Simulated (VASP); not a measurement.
**N: single point with PBEsol**

Crystal: N.

```
N
1.0
     0.00000    2.25350    2.25350
     2.25350    0.00000    2.25350
     2.25350    2.25350    0.00000
N
1
Direct
  0.75000 0.75000 0.75000
```

| Quantity | Value |
| --- | --- |
| Program | VASP 6.6.1 |
| Task | single point |
| Functional | PBEsol |
| Potentials or basis | VASP PAW PBE potentials, release 64 (N) |
| Cutoff | 520 eV |
| k mesh | 7 × 7 × 7 |
| Occupations | methfessel-paxton, width 0.02 eV |
| Spin | no spin polarisation |
| Dipole correction | no |
| Further INCAR settings | ALGO = Normal; EDIFF = 1e-07; NBANDS = 8 |

```yaml
Pressure: -16.8 GPa
```

Levels at points of the mesh, in eV from the Fermi level:
```csv
k point,band 1,band 2,band 3,band 4,band 5,band 6
"(0.00, 0.00, 0.00)",-12.61,0.77,0.77,0.77,8.36,20.75
```

Run time: 2.7 s on 1 thread of Intel(R) Xeon(R) Platinum 8488C (Sapphire Rapids) (shared host), peak memory 0.12 GiB.

Caveat: the PAW data sets were made with another functional, which shifts forces and pressure a little.
